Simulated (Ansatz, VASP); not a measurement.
Two plane-wave programs on Sr

```
Sr
1.0
     6.93700    0.00000    0.00000
    -3.46850    6.00762    0.00000
     0.00000    0.00000    4.09048
Sr
3
Cartesian
  -2.3240 4.0253 0.0000
  1.1445 1.9823 0.0000
  4.6480 0.0000 0.0000
```

Alike in both runs: task single point; functional PBEsol; k mesh 9 × 9 × 12; occupations gaussian, width 0.1 eV; no spin polarisation.

|  | VASP | Ansatz |
| --- | --- | --- |
| version | VASP 6.6.1 | Ansatz 0.2.0 |
| potentials or method | VASP PAW PBE potentials, release 64 (Sr_sv), cutoff 520 eV | scalar-relativistic, plane waves, PAW |
| valence electrons in the cell | 30 | 30 |

```csv
,VASP,Ansatz,Ansatz less VASP
gap on the k mesh at the Fermi level (eV),none,none,-
pressure (GPa),-0.3,-0.3,-0.01
"traceless stress, the component that is largest in VASP (GPa)",-1.79,-1.78,+0.009
rms of the force components (eV/Å),0.039,0.039,-0.0001
```

VASP's potentials were made for PBE, not for PBEsol. Atom by atom the forces differ by 0.000 eV/Å (rms over components). A gap of «none» marks a metal or a gap that the smearing closes.
